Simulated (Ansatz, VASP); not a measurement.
Given: the input of a run of VASP 6.6.1 on Ta.

INCAR

```
SYSTEM = Ta
PREC     = Accurate       ! precision mode
ENCUT    = 600            ! plane-wave cutoff, eV
EDIFF    = 1E-7           ! SCF threshold, eV
ISMEAR   = -1             ! smearing method
SIGMA    = 0.05           ! smearing width, eV
LREAL    = .FALSE.        ! projectors in reciprocal space
LASPH    = .TRUE.         ! aspherical terms in the spheres
NELM     = 100            ! most SCF steps
ALGO     = Normal         ! electronic algorithm
ISIF     = 3              ! what is computed and relaxed
LWAVE    = .FALSE.        ! write WAVECAR
LCHARG   = .FALSE.        ! write CHGCAR
GGA      = PE             ! functional
IVDW     = 13             ! dispersion correction
IBRION   = 2              ! ionic algorithm
NSW      = 80             ! ionic steps
EDIFFG   = -0.01          ! ionic threshold
```

Contents of KPOINTS:

```
regular mesh
0
G
  11 11 11
  0 0 0
```

File POSCAR:

```
Ta
1.0
   -1.6512800000      1.6512800000      1.6512800000
    1.6512800000     -1.6512800000      1.6512800000
    1.6512800000      1.6512800000     -1.6512800000
Ta
1
Direct
    0.0000000000      0.0000000000      0.0000000000
```

Potentials or basis: VASP PAW PBE potentials, release 64 (Ta_pv).

Launch:

```console
$ cat potpaw_PBE.64/Ta_pv/POTCAR > POTCAR
$ mpirun -np 1 vasp_std > vasp.out
```

Task: Set up the same calculation for Ansatz 0.2.0. Potentials there: all-electron LAPW, scalar-relativistic.

Result: As run (the cutoff follows the program's own potentials):

input.yaml

```yaml
crystal:
  lattice:
    - [-1.65128, 1.65128, 1.65128]
    - [1.65128, -1.65128, 1.65128]
    - [1.65128, 1.65128, -1.65128]
  atoms:
    - { symbol: Ta, position: [0.0, 0.0, 0.0] }
kpoints:
  mp_grid: { grid: [11, 11, 11] }
scf:
  occupations: { method: fermi_dirac, width: 0.05 }
hamiltonian:
  xc: pbe
  dispersion: d4
  pseudopotentials: { kind: all_electron, lapw: { basis_error: 0.001 } }
output:
  forces: true
  stress: true
relax:
  f_tol: 0.01
  max_steps: 60
  cell: {}
```

Potentials or basis: all-electron LAPW, scalar-relativistic.

Run with:

```bash
$ ansatz run input.yaml --threads 1 --pin off --max-ram 3072MiB --backend cpu --events-out ev --progress --plain --runs-dir out
```

Both were run:

|  | VASP | Ansatz | Ansatz less VASP |
| --- | --- | --- | --- |
| relaxed volume (Å³/atom) | 18.01 | 17.99 | -0.024 |
| relaxed cell length with the largest relative difference (Å) | 2.860 | 2.859 | -0.0013 |

Ansatz ran all-electron here, and VASP with PAW potentials.

Spin-orbit coupling is off throughout. Noted on VASP's run: the relaxation stopped at its first step, so nothing moved.
